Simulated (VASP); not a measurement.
# Mg3ZrN3 (R-3m) in VASP: relaxation of cell and atoms with PBE

Aim: the relaxation of cell and atoms of Mg3ZrN3 with PBE.

All numbers are computed with VASP 6.6.1; they aren't measurements. Logs are shortened: lines on timing, memory, paths and dates and some standing lists are left out, and cuts for length are marked.

## (1) The cell of the first run

It takes space group R-3m (No. 166, trigonal). The conventional cell has a = 5.035 Å, b = 5.035 Å, c = 13.356 Å, α = 90.00°, β = 90.00°, γ = 120.00°. Within 3.3 Å of Mg (site symmetry 2/m) lie 4 Mg at 2.52 Å and 2 Zr at 2.52 Å and 4 N at 2.66 Å. Within 3.3 Å of Zr (site symmetry -3m) lie 6 Mg at 2.52 Å and 6 N at 2.66 Å. N (site symmetry 2/m) has 4 N at 2.52 Å and 2 Zr at 2.66 Å and 4 Mg at 2.66 Å within 3.3 Å.

The cell was built from a structure type or drawn by symmetry, and may not be a known phase.

## (2) Relaxation of cell and atoms, PBE

Contents of INCAR:

```
SYSTEM = Mg3ZrN3
  PREC = Accurate
  ENCUT = 600
  EDIFF = 1E-7
  ISMEAR = 0
  SIGMA = 0.15
  LREAL = .False.
  LASPH = .True.
  NELM = 60
  ALGO = Normal
  ISIF = 3
  LWAVE = .False.
  LCHARG = .False.
  GGA = PE
  IBRION = 2
  NSW = 36
  EDIFFG = -0.08
```

Contents of KPOINTS:

```
regular mesh
0
Gamma
  3 3 3
  0 0 0
```

Contents of POSCAR:

```
Mg3ZrN3
1.0
    2.5173119000      1.4533707000      4.4519596000
   -2.5173119000      1.4533707000      4.4519596000
    0.0000000000     -2.9067414000      4.4519596000
Mg Zr N
3 1 3
Direct
    0.0000000000      0.0000000000      0.5000000000
    0.5000000000      0.0000000000      0.0000000000
    0.0000000000      0.5000000000      0.0000000000
    0.5000000000      0.5000000000      0.5000000000
    0.5000000000      0.5000000000      0.0000000000
    0.0000000000      0.5000000000      0.5000000000
    0.5000000000      0.0000000000      0.5000000000
```

Potentials or basis: VASP PAW PBE potentials, release 64 (Mg, Zr_sv, N).

Launch:

```console
$ cat potpaw_PBE.64/Mg/POTCAR potpaw_PBE.64/Zr_sv/POTCAR potpaw_PBE.64/N/POTCAR > POTCAR
$ mpirun -np 1 vasp_std > vasp.out
```

OUTCAR:

```text
SYSTEM = Mg3ZrN3
   PREC = Accurate
   ENCUT = 600
   EDIFF = 1E-7
   ISMEAR = 0
   LREAL = .False.
   LASPH = .True.
   NELM = 60
   ISIF = 3
   GGA = PE
   IBRION = 2
   NSW = 36
   EDIFFG = -0.08

 ion  position               nearest neighbor table
   1  0.000  0.000  0.500-   2 2.52   3 2.52   3 2.52   2 2.52   4 2.52   4 2.52   6 2.66   6 2.66
                             7 2.66   7 2.66
   2  0.500  0.000  0.000-   1 2.52   4 2.52   4 2.52   1 2.52   3 2.52   3 2.52   7 2.66   7 2.66
                             5 2.66   5 2.66
   3  0.000  0.500  0.000-   1 2.52   4 2.52   1 2.52   4 2.52   2 2.52   2 2.52   6 2.66   6 2.66
                             5 2.66   5 2.66
   4  0.500  0.500  0.500-   2 2.52   3 2.52   2 2.52   3 2.52   1 2.52   1 2.52   5 2.66   5 2.66
                             7 2.66   7 2.66   6 2.66   6 2.66
   5  0.500  0.500  0.000-   4 2.66   4 2.66   2 2.66   3 2.66   2 2.66   3 2.66
   6  0.000  0.500  0.500-   3 2.66   3 2.66   4 2.66   1 2.66   1 2.66   4 2.66
   7  0.500  0.000  0.500-   2 2.66   2 2.66   4 2.66   1 2.66   4 2.66   1 2.66

  LATTYP: Found a trigonal (rhomboedric) cell.
 ALAT       =     5.3168684273
 COS(alpha) =     0.5516757540

  Lattice vectors:

 A1 = (   2.5173119000,   1.4533707000,   4.4519596000)
 A2 = (  -2.5173119000,   1.4533707000,   4.4519596000)
 A3 = (   0.0000000000,  -2.9067414000,   4.4519596000)

Analysis of symmetry for initial positions (statically):
=====================================================================
 Subroutine PRICEL returns:
 Original cell was already a primitive cell.

 Routine SETGRP: Setting up the symmetry group for a
 trigonal (rhombohedral) supercell.

 Subroutine GETGRP returns: Found 12 space group operations
 (whereof 12 operations were pure point group operations)
 out of a pool of 12 trial point group operations.

The static configuration has the point symmetry D_3d.

Analysis of symmetry for dynamics (positions and initial velocities):
=====================================================================
 Subroutine PRICEL returns:
 Original cell was already a primitive cell.

 Routine SETGRP: Setting up the symmetry group for a
 trigonal (rhombohedral) supercell.

 Subroutine GETGRP returns: Found 12 space group operations
 (whereof 12 operations were pure point group operations)
 out of a pool of 12 trial point group operations.

The dynamic configuration has the point symmetry D_3d.

 Subroutine INISYM returns: Found 12 space group operations
 (whereof 12 operations are pure point group operations),
 and found     1 'primitive' translations

----------------------------------------------------------------------------------------

                                     Primitive cell

  volume of cell :      97.7273

  direct lattice vectors                    reciprocal lattice vectors
     2.517311900  1.453370700  4.451959600     0.198624573  0.114675951  0.074873396
    -2.517311900  1.453370700  4.451959600    -0.198624573  0.114675951  0.074873396
     0.000000000 -2.906741400  4.451959600     0.000000000 -0.229351901  0.074873396

  length of vectors
     5.316868427  5.316868427  5.316868425     0.241264004  0.241264004  0.241264005

  position of ions in fractional coordinates (direct lattice)
     0.000000000  0.000000000  0.500000000
     0.500000000  1.000000000  0.000000000
     1.000000000  0.500000000  0.000000000
     0.500000000  0.500000000  0.500000000
     0.500000000  0.500000000  0.000000000
     1.000000000  0.500000000  0.500000000
     0.500000000  1.000000000  0.500000000

  ion indices of the primitive-cell ions
   primitive index   ion index
                 1           1
                 2           2
                 3           3
                 4           4
                 5           5
                 6           6
                 7           7

----------------------------------------------------------------------------------------

 KPOINTS: regular mesh

Automatic generation of k-mesh.
 Grid dimensions read from file:
 generate k-points for:    3    3    3

 Generating k-lattice:

  Cartesian coordinates                     Fractional coordinates (reciprocal lattice)
     0.066208191  0.038225317  0.024957799     0.333333333  0.000000000  0.000000000
    -0.066208191  0.038225317  0.024957799     0.000000000  0.333333333  0.000000000
     0.000000000 -0.076450634  0.024957799     0.000000000  0.000000000  0.333333333

  Length of vectors
     0.080421335  0.080421335  0.080421335

  Shift w.r.t. Gamma in fractional coordinates (k-lattice)
     0.000000000  0.000000000  0.000000000

 Subroutine IBZKPT returns following result:
 ===========================================

 Found      6 irreducible k-points:

 Following reciprocal coordinates:
            Coordinates               Weight
  0.000000  0.000000  0.000000      1.000000
  0.333333  0.000000  0.000000      6.000000
  0.333333  0.333333  0.000000      6.000000
 -0.333333  0.333333  0.000000      6.000000
  0.333333  0.333333  0.333333      2.000000
 -0.333333  0.333333  0.333333      6.000000
   k-points           NKPTS =      6   k-points in BZ     NKDIM =      6   number of bands    NBANDS=     20
   number of dos      NEDOS =    301   number of ions     NIONS =      7
   total plane-waves  NPLWV =  74088
   dimension x,y,z NGX =    42 NGY =   42 NGZ =   42
   dimension x,y,z NGXF=    84 NGYF=   84 NGZF=   84
   ions per type =               3   1   3
   NGX,Y,Z   is equivalent  to a cutoff of  13.13, 13.13, 13.13 a.u.
   NGXF,Y,Z  is equivalent  to a cutoff of  26.26, 26.26, 26.26 a.u.
 SYSTEM =  Mg3ZrN3
   PREC   = accura    normal or accurate (medium, high low for compatibility)
   ISTART =      0    job   : 0-new  1-cont  2-samecut
   ICHARG =      2    charge: 1-file 2-atom 10-const
   ISPIN  =      1    spin polarized calculation?
   LNONCOLLINEAR =      F non collinear calculations
   LSORBIT =      F    spin-orbit coupling
   LASPH  =      T    aspherical Exc in radial PAW
   ENCUT  =  600.0 eV  44.10 Ry    6.64 a.u.  10.62 10.62 10.62*2*pi/ulx,y,z
   NELM   =     60;   NELMIN=  2; NELMDL= -5     # of ELM steps
   EDIFF  = 0.1E-06   stopping-criterion for ELM
   LREAL  =      F    real-space projection
   EDIFFG = -.8E-01   stopping-criterion for IOM
   NSW    =     36    number of steps for IOM
   IBRION =      2    ionic relax: 0-MD 1-quasi-New 2-CG
   NFREE  =      1    steps in history (QN), initial steepest desc. (CG)
   ISIF   =      3    stress and relaxation
   ISYM   =      2    0-nonsym 1-usesym 2-fastsym
   POTIM  = 0.5000    time-step for ionic-motion
   TEBEG  =    0.0;   TEEND  =   0.0 temperature during run
   PSTRESS=    0.0 pullay stress
   NELECT =      33.0000    total number of electrons
   NUPDOWN=      -1.0000    fix difference up-down
   EMIN   =  10.00;   EMAX   =-10.00  energy-range for DOS
   EFERMI =   0.00;   METHOD = LEGACY
   ISMEAR =     0;   SIGMA  =   0.15  broadening in eV -4-tet -1-fermi 0-gaus
   EFERMI_NEDOS =   21; number of points for ismear=-14 and -15
   IALGO  =     38    algorithm
   IMIX   =      4    mixing-type and parameters
     AMIX     =   0.40;   BMIX     =  1.00
     AMIX_MAG =   1.60;   BMIX_MAG =  1.00
  volume/ion in A,a.u.               =      13.96        94.21
  Fermi-wavevector in a.u.,A,eV,Ry     =   1.140007  2.154301 17.682348  1.299616
  Thomas-Fermi vector in A             =   2.276710
   LORBIT       =      0    0 simple, 1 ext, 2 COOP (PROOUT), +10 PAW based schemes
   GGA     = PE    functional components
   LHFCALC =     F    Hartree Fock is set to
   AEXX    =    0.0000 exact exchange contribution
   IVDW    =     0    specifies the selected vdW correction
   LEPSILON=     F    determine dielectric tensor
   LRPA    =     F    only Hartree local field effects (RPA)
 conjugate gradient relaxation of ions
 non-spin polarized calculation
 Gauss-broadening in eV      SIGMA  =   0.15
  energy-cutoff  :      600.00
  volume of cell :       97.73
 maximum number of plane-waves:      3268
 NGX is ok and might be reduce to    42
   NGX = 21   NGY = 21   NGZ = 21

--------------------------------------- Ionic step        1  -------------------------------------------

 number of electron      33.0000002 magnetization

 Free energy of the ion-electron system (eV)
  ---------------------------------------------------
  ext. energy  EPLUGINS =         0.00000000
  ---------------------------------------------------
  free energy    TOTEN  =       -25.14943889 eV

  energy without entropy =      -25.06213509  energy(sigma->0) =      -25.10578699

------------------------ aborting loop because EDIFF is reached ----------------------------------------

  FORCE on cell =-STRESS in cart. coord.  units (eV):
  Direction    XX          YY          ZZ          XY          YZ          ZX
  --------------------------------------------------------------------------------------
  -------------------------------------------------------------------------------------
  Total       25.4261644     25.4261643    -29.6913802      0.0000000      0.0000000     -0.0000000
  in kB      416.8459049    416.8459031   -486.7714238      0.0000000      0.0000000     -0.0000000
  external PRESSURE =     115.6401281 kB  Pullay stress =       0.0000000 kB
[... 104 lines left out ...]
  FREE ENERGIE OF THE ION-ELECTRON SYSTEM (eV)
  ---------------------------------------------------
  free  energy   TOTEN  =       -39.8247960765 eV

  energy  without entropy=      -39.7943792868  energy(sigma->0) =      -39.80958768

 E-fermi :   4.4877     XC(G=0):  -9.8421

 val. band max:        4.4160640576   @ k =   0.3333   0.0000   0.0000
 cond. band min:       4.8685471761   @ k =   0.3333   0.3333   0.0000
 fundamental gap:      0.4524831184
 Fermi energy:         4.4876830889

 k-point     1 :       0.0000    0.0000    0.0000
  band No.  band energies     occupation
      1     -45.2114      2.00000
      2     -23.1869      2.00000
      3     -23.1869      2.00000
      4     -23.1026      2.00000
      5      -9.3246      2.00000
      6      -8.4032      2.00000
[... 12 lines left out ...]
     19       5.1404      0.00000
[... 99 lines left out ...]
      4     -23.1217      2.00000
      5      -8.4851      2.00000
      6      -8.2946      2.00000
[... 12 lines left out ...]
     19       7.1004      0.00000
     20       7.2332      0.00000

[... ionic steps 4 to 9 ...]

--------------------------------------- Ionic step       10  -------------------------------------------

 number of electron      33.0000002 magnetization

------------------------ aborting loop because EDIFF is reached ----------------------------------------

  FORCE on cell =-STRESS in cart. coord.  units (eV):
  Direction    XX          YY          ZZ          XY          YZ          ZX
  --------------------------------------------------------------------------------------
  -------------------------------------------------------------------------------------
  Total        1.6004641      1.6004641      0.7173666      0.0000000      0.0000000     -0.0000000
  in kB       29.4492077     29.4492076     13.1998462      0.0000000      0.0000000     -0.0000000
  external PRESSURE =      24.0327538 kB  Pullay stress =       0.0000000 kB
[... 67 lines left out ...]
  energy  without entropy=      -44.4851865230  energy(sigma->0) =      -44.49590780

--------------------------------------- Ionic step       12  -------------------------------------------

 number of electron      33.0000002 magnetization

 Free energy of the ion-electron system (eV)
  ---------------------------------------------------
  ext. energy  EPLUGINS =         0.00000000
  ---------------------------------------------------
  free energy    TOTEN  =       -44.50841224 eV

  energy without entropy =      -44.48754641  energy(sigma->0) =      -44.49797933

 E-fermi :   6.1624     XC(G=0): -10.6282

 val. band max:        6.1041616671   @ k =   0.3333   0.0000   0.0000
 cond. band min:       6.3740639872   @ k =   0.3333   0.3333   0.0000
 fundamental gap:      0.2699023202
 Fermi energy:         6.1624283219

 k-point     1 :       0.0000    0.0000    0.0000
  band No.  band energies     occupation
      1     -42.8591      2.00000
      2     -20.9730      2.00000
      3     -20.9730      2.00000
      4     -20.9626      2.00000
      5      -8.6478      2.00000
      6      -7.5064      2.00000
[... 12 lines left out ...]
     19       6.8149      0.00000
[... 148 lines left out ...]
  FREE ENERGIE OF THE ION-ELECTRON SYSTEM (eV)
  ---------------------------------------------------
  free  energy   TOTEN  =       -44.5084122400 eV

  energy  without entropy=      -44.4875464115  energy(sigma->0) =      -44.49797933

 reached required accuracy - stopping structural energy minimisation
```

It took 2.6 min on 1 thread of Intel Xeon 6975P-C (Granite Rapids), shared host; peak memory 0.27 GiB.

Results:

```yaml
Free_energy: -44.5084 eV
Relaxed_volume: 12.64 Å³/atom
Relaxed_cell: a = 4.457 Å, b = 4.457 Å, c = 4.457 Å, α = 89.65°, β = 89.65°, γ = 89.65°
Space_group_after_relaxing_to_0.1_Å: Pm-3m (No. 221)
Energy_gained_by_relaxing: 2765.6 meV/atom
Ionic_steps: 12
Pressure_after_relaxing: -0.3 GPa
Band_gap_on_the_k_mesh: zero (an odd number of electrons rules out a gap without spin polarisation)
```

Stress tensor (GPa, compression positive):
```
-0.14  0.00  0.00
 0.00 -0.14  0.00
 0.00  0.00 -0.59
```

The path:
| step | energy change (eV) | largest force (eV/Å) | pressure (GPa) | volume (Å³) |
| --- | --- | --- | --- | --- |
| 1 | 0.0000 | 0.0000 | 11.56 | 97.73 |
| 2 | -11.9026 | 0.0000 | -13.33 | 107.36 |
| 3 | -14.6754 | 0.0000 | -17.52 | 96.15 |
| 4 | -18.0193 | 0.0000 | -20.65 | 106.16 |
| 5 | -17.1633 | 0.0000 | -20.01 | 107.81 |
| 6 | -17.7657 | 0.0000 | -20.56 | 107.23 |
| 7 | -18.0474 | 0.0000 | 20.96 | 78.93 |
| 8 | -19.2284 | 0.0000 | -5.62 | 91.57 |
| 9 | -19.2312 | 0.0000 | -4.63 | 90.90 |
| 10 | -19.3481 | 0.0000 | 2.40 | 87.07 |
| 11 | -19.3572 | 0.0000 | 0.85 | 87.86 |
| 12 | -19.3590 | 0.0000 | -0.29 | 88.51 |

Final structure:
```
Mg Zr N
1.0
     3.14178    1.81391    2.58861
    -3.14178    1.81391    2.58861
     0.00000   -3.62781    2.58861
Mg Zr N
3 1 3
Direct
  0.00000 0.00000 0.50000
  0.50000 0.00000 0.00000
  0.00000 0.50000 0.00000
  0.50000 0.50000 0.50000
  0.50000 0.50000 0.00000
  0.00000 0.50000 0.50000
  0.50000 0.00000 0.50000
```

Levels at points of the mesh, in eV from the Fermi level:
| k point | band 13 | band 14 | band 15 | band 16 | band 17 | band 18 | band 19 | band 20 |
| --- | --- | --- | --- | --- | --- | --- | --- | --- |
| (0.00, 0.00, 0.00) | -2.38 | -2.11 | -0.98 | -0.91 | -0.91 | 0.65 | 0.65 | 0.67 |

Caveat: the k points lie up to 0.47 Å⁻¹ apart in the final cell, too coarse for converged energies and pressures of a metal; a cell axis changed by over 15 % at a fixed basis, so the end point is rough.
